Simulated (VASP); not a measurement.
# CO2 (P4_2/mnm) in VASP: a series of runs

Aim: see how the results for CO2 move with the level of theory and the settings. Levels: PBE, r2SCAN. Tasks: electric field gradients.

All numbers are computed with VASP 6.6.1; they aren't measurements. Logs are shortened: lines on timing, memory, paths and dates and some standing lists are left out, and cuts for length are marked.

## (1) The cell of the first run

The structure is tetragonal, space group P4_2/mnm (No. 136). Conventional cell: a = 4.227 Å, b = 4.227 Å, c = 4.688 Å, α = 90.00°, β = 90.00°, γ = 90.00°. C (site symmetry mmm) has 2 O at 1.17 Å within 1.6 Å. O (site symmetry m2m) has 1 C at 1.17 Å within 1.6 Å.

## (2) Electric field gradients, PBE

INCAR reads:

```
SYSTEM = CO2
PREC = Accurate
ENCUT = 520
EDIFF = 1E-8
ISMEAR = -1
SIGMA = 0.01
LREAL = .FALSE.
LASPH = .TRUE.
NELM = 60
ALGO = Normal
ISIF = 2
LWAVE = .FALSE.
LCHARG = .FALSE.
GGA = PE
LEFG = .TRUE.
NBANDS = 25
```

KPOINTS reads:

```
regular mesh
0
G
  8 8 7
  0 0 0
```

POSCAR reads:

```
CO2
1.0
    4.2272127900      0.0000000000      0.0000000000
    0.0000000000      4.2272127900      0.0000000000
    0.0000000000      0.0000000000      4.6877715900
C O
2 4
Direct
    0.5000000000      0.5000000000      0.5000000000
    0.0000000000      0.0000000000      0.0000000000
    0.3048268600      0.6951731400      0.5000000000
    0.6951731400      0.3048268600      0.5000000000
    0.1951731400      0.1951731400      0.0000000000
    0.8048268600      0.8048268600      0.0000000000
```

Potentials or basis: VASP PAW PBE potentials, release 64 (C, O).

On the command line:

```
> cat potpaw_PBE.64/C/POTCAR potpaw_PBE.64/O/POTCAR > POTCAR
> mpirun -np 1 vasp_std > vasp.out
```

OUTCAR:

```text
SYSTEM = CO2
   PREC = Accurate
   ENCUT = 520
   EDIFF = 1E-8
   ISMEAR = -1
   LREAL = .FALSE.
   LASPH = .TRUE.
   NELM = 60
   ISIF = 2
   GGA = PE

 ion  position               nearest neighbor table
   1  0.500  0.500  0.500-   3 1.17   4 1.17
   2  0.000  0.000  0.000-   5 1.17   6 1.17
   3  0.305  0.695  0.500-   1 1.17
   4  0.695  0.305  0.500-   1 1.17
   5  0.195  0.195  0.000-   2 1.17
   6  0.805  0.805  0.000-   2 1.17

  LATTYP: Found a simple tetragonal cell.
 ALAT       =     4.2272127900
 C/A-ratio  =     1.1089509383

  Lattice vectors:

 A1 = (   4.2272127900,   0.0000000000,   0.0000000000)
 A2 = (   0.0000000000,   4.2272127900,   0.0000000000)
 A3 = (   0.0000000000,   0.0000000000,   4.6877715900)

Analysis of symmetry for initial positions (statically):
=====================================================================
 Subroutine PRICEL returns:
 Original cell was already a primitive cell.

 Routine SETGRP: Setting up the symmetry group for a
 simple tetragonal supercell.

 Subroutine GETGRP returns: Found 16 space group operations
 (whereof  8 operations were pure point group operations)
 out of a pool of 16 trial point group operations.

The static configuration has the point symmetry D_2h.
 The point group associated with its full space group is D_4h.

Analysis of symmetry for dynamics (positions and initial velocities):
=====================================================================
 Subroutine PRICEL returns:
 Original cell was already a primitive cell.

 Routine SETGRP: Setting up the symmetry group for a
 simple tetragonal supercell.

 Subroutine GETGRP returns: Found 16 space group operations
 (whereof  8 operations were pure point group operations)
 out of a pool of 16 trial point group operations.

The dynamic configuration has the point symmetry D_2h.
 The point group associated with its full space group is D_4h.

 Subroutine INISYM returns: Found 16 space group operations
 (whereof  8 operations are pure point group operations),
 and found     1 'primitive' translations

----------------------------------------------------------------------------------------

                                     Primitive cell

  volume of cell :      83.7673

  direct lattice vectors                    reciprocal lattice vectors
     4.227212790  0.000000000  0.000000000     0.236562494  0.000000000  0.000000000
     0.000000000  4.227212790  0.000000000     0.000000000  0.236562494  0.000000000
     0.000000000  0.000000000  4.687771590     0.000000000  0.000000000  0.213320974

  length of vectors
     4.227212790  4.227212790  4.687771590     0.236562494  0.236562494  0.213320974

  position of ions in fractional coordinates (direct lattice)
     0.500000000  0.500000000  0.500000000
     0.000000000  0.000000000  0.000000000
     0.304826860  0.695173140  0.500000000
     0.695173140  0.304826860  0.500000000
     0.195173140  0.195173140  0.000000000
     0.804826860  0.804826860  0.000000000

  ion indices of the primitive-cell ions
   primitive index   ion index
                 1           1
                 2           2
                 3           3
                 4           4
                 5           5
                 6           6

----------------------------------------------------------------------------------------

 KPOINTS: regular mesh

Automatic generation of k-mesh.
 Grid dimensions read from file:
 generate k-points for:    8    8    7

 Generating k-lattice:

  Cartesian coordinates                     Fractional coordinates (reciprocal lattice)
     0.029570312  0.000000000  0.000000000     0.125000000  0.000000000  0.000000000
[... 52 lines left out ...]
   ICHARG =      2    charge: 1-file 2-atom 10-const
   ISPIN  =      1    spin polarized calculation?
   LNONCOLLINEAR =      F non collinear calculations
   LSORBIT =      F    spin-orbit coupling
   LASPH  =      T    aspherical Exc in radial PAW
   ENCUT  =  520.0 eV  38.22 Ry    6.18 a.u.   7.86  7.86  8.72*2*pi/ulx,y,z
   NELM   =     60;   NELMIN=  2; NELMDL= -5     # of ELM steps
   EDIFF  = 0.1E-07   stopping-criterion for ELM
   LREAL  =      F    real-space projection
   EDIFFG = 0.1E-06   stopping-criterion for IOM
   NSW    =      0    number of steps for IOM
   IBRION =     -1    ionic relax: 0-MD 1-quasi-New 2-CG
   NFREE  =      0    steps in history (QN), initial steepest desc. (CG)
   ISIF   =      2    stress and relaxation
   ISYM   =      2    0-nonsym 1-usesym 2-fastsym
   POTIM  = 0.5000    time-step for ionic-motion
   TEBEG  =    0.0;   TEEND  =   0.0 temperature during run
   PSTRESS=    0.0 pullay stress
   NELECT =      32.0000    total number of electrons
   NUPDOWN=      -1.0000    fix difference up-down
   EMIN   =  10.00;   EMAX   =-10.00  energy-range for DOS
   EFERMI =   0.00;   METHOD = LEGACY
   ISMEAR =    -1;   SIGMA  =   0.01  broadening in eV -4-tet -1-fermi 0-gaus
   EFERMI_NEDOS =   21; number of points for ismear=-14 and -15
   IALGO  =     38    algorithm
   IMIX   =      4    mixing-type and parameters
     AMIX     =   0.40;   BMIX     =  1.00
     AMIX_MAG =   1.60;   BMIX_MAG =  1.00
  volume/ion in A,a.u.               =      13.96        94.21
  Fermi-wavevector in a.u.,A,eV,Ry     =   1.187864  2.244737 19.198094  1.411020
  Thomas-Fermi vector in A             =   2.324006
   LORBIT       =      0    0 simple, 1 ext, 2 COOP (PROOUT), +10 PAW based schemes
   GGA     = PE    functional components
   LHFCALC =     F    Hartree Fock is set to
   AEXX    =    0.0000 exact exchange contribution
   IVDW    =     0    specifies the selected vdW correction
   LEPSILON=     F    determine dielectric tensor
   LRPA    =     F    only Hartree local field effects (RPA)
 non-spin polarized calculation
  energy-cutoff  :      520.00
  volume of cell :       83.77
 maximum number of plane-waves:      2272
 NGX is ok and might be reduce to    32
   NGX = 15   NGY = 15   NGZ = 17

 number of electron      32.0000023 magnetization

 Free energy of the ion-electron system (eV)
  ---------------------------------------------------
  ext. energy  EPLUGINS =         0.00000000
  ---------------------------------------------------
  free energy    TOTEN  =       -45.97032256 eV

  energy without entropy =      -45.97032256  energy(sigma->0) =      -45.97032256

 E-fermi :  -2.8525     XC(G=0):  -8.1147

 val. band max:       -3.1214443173   @ k =   0.5000   0.5000   0.4286
 cond. band min:       3.4471523339   @ k =   0.0000   0.0000   0.0000
 fundamental gap:      6.5685966512
 Fermi energy:        -2.8525101879

 k-point     1 :       0.0000    0.0000    0.0000
  band No.  band energies     occupation
      1     -23.9841      2.00000
      2     -23.6873      2.00000
      3     -22.7588      2.00000
      4     -22.7588      2.00000
      5      -8.7082      2.00000
      6      -8.3486      2.00000
[... 661 lines left out ...]
     24      10.5339      0.00000
     25      11.5032      0.00000

 [... further k-points ...]

------------------------ aborting loop because EDIFF is reached ----------------------------------------

  FORCE on cell =-STRESS in cart. coord.  units (eV):
  Direction    XX          YY          ZZ          XY          YZ          ZX
  --------------------------------------------------------------------------------------
  -------------------------------------------------------------------------------------
  Total        2.7469979      2.7469979      0.9006586     -0.0000000      0.0000000      0.0000000
  in kB       52.5405047     52.5405047     17.2264625     -0.0000000      0.0000000      0.0000000
  external PRESSURE =      40.7691573 kB  Pullay stress =       0.0000000 kB

 VOLUME and BASIS-vectors are now :
 -----------------------------------------------------------------------------
  energy-cutoff  :      520.00
  volume of cell :       83.77
      direct lattice vectors                 reciprocal lattice vectors
     4.227212790  0.000000000  0.000000000     0.236562494  0.000000000  0.000000000
     0.000000000  4.227212790  0.000000000     0.000000000  0.236562494  0.000000000
     0.000000000  0.000000000  4.687771590     0.000000000  0.000000000  0.213320974

 POSITION                                       TOTAL-FORCE (eV/Angst)
 -----------------------------------------------------------------------------------
      2.11361      2.11361      2.34389         0.000000     -0.000000      0.000000
      0.00000      0.00000      0.00000         0.000000     -0.000000      0.000000
      1.28857      2.93864      2.34389        -0.551880      0.551880      0.000000
      2.93864      1.28857      2.34389         0.551880     -0.551880      0.000000
      0.82504      0.82504      0.00000         0.551880      0.551880     -0.000000
      3.40217      3.40217      0.00000        -0.551880     -0.551880      0.000000
 -----------------------------------------------------------------------------------
    total drift:                                0.000000      0.000000      0.000000

  FREE ENERGIE OF THE ION-ELECTRON SYSTEM (eV)
  ---------------------------------------------------
  free  energy   TOTEN  =       -45.9703225608 eV

  energy  without entropy=      -45.9703225608  energy(sigma->0) =      -45.97032256

 Electric field gradients (V/A^2)
---------------------------------------------------------------------
 ion       V_xx      V_yy      V_zz      V_xy      V_xz      V_yz
---------------------------------------------------------------------
   1     -12.840   -12.840    25.680    36.934    -0.000    -0.000
   2     -12.840   -12.840    25.680   -36.934     0.000     0.000
   3      16.121    16.121   -32.242   -52.181    -0.000    -0.000
   4      16.121    16.121   -32.242   -52.181     0.000    -0.000
   5      16.121    16.121   -32.242    52.181    -0.000    -0.000
   6      16.121    16.121   -32.242    52.181     0.000     0.000
---------------------------------------------------------------------

 Electric field gradients after diagonalization (V/A^2)
 (convention: |V_zz| > |V_xx| > |V_yy|)
----------------------------------------------------------------------
 ion       V_xx      V_yy      V_zz     asymmetry (V_yy - V_xx)/ V_zz
----------------------------------------------------------------------
   1      25.680    24.094   -49.774       0.032
   2      25.680    24.094   -49.774       0.032
   3     -36.060   -32.242    68.302       0.056
   4     -36.060   -32.242    68.302       0.056
   5     -36.060   -32.242    68.302       0.056
   6     -36.060   -32.242    68.302       0.056
----------------------------------------------------------------------

           NMR quadrupolar parameters

 Cq : quadrupolar parameter    Cq=e*Q*V_zz/h
 eta: asymmetry parameters     (V_yy - V_xx)/ V_zz
 Q  : nuclear electric quadrupole moment in mb (millibarn)
----------------------------------------------------------------------
 ion       Cq(MHz)       eta       Q (mb)
----------------------------------------------------------------------
   1      -0.120       0.032       1.000
   2      -0.120       0.032       1.000
   3       0.165       0.056       1.000
   4       0.165       0.056       1.000
   5       0.165       0.056       1.000
   6       0.165       0.056       1.000
----------------------------------------------------------------------
```

It took 53 s on 1 thread of Intel Xeon 6975P-C (Granite Rapids), shared host; peak memory 0.23 GiB.

Results:

```yaml
Free_energy: -45.9703 eV
Pressure: 4.1 GPa
Largest_force: 0.780 eV/Å
Band_gap_on_the_k_mesh: 6.57 eV (least direct gap 7.04 eV)
Largest_electric_field_gradient_by_atom: C -49.8; O +68.3 V/Å²
```

Forces on the atoms (eV/Å):
```
C    0.000  0.000  0.000
C    0.000  0.000  0.000
O   -0.552  0.552  0.000
O    0.552 -0.552  0.000
O    0.552  0.552  0.000
O   -0.552 -0.552  0.000
```

Electric field gradients, principal values (V/Å²):
```
atom    least   middle  greatest (by size)
 1 C   24.094   25.680             -49.774
 2 C   24.094   25.680             -49.774
 3 O  -32.242  -36.060              68.302
 4 O  -32.242  -36.060              68.302
 5 O  -32.242  -36.060              68.302
 6 O  -32.242  -36.060              68.302
```

Caveat: the cell stands under pressure; this functional lacks dispersion, which holds the molecules together, so the pressure and a relaxed volume are unreliable; without QUAD_EFG the Cq values of the log hold for a quadrupole moment of 1 mb, not for the nuclei. A k mesh can miss the band edges.

(Part 1 of 3 ends here.)
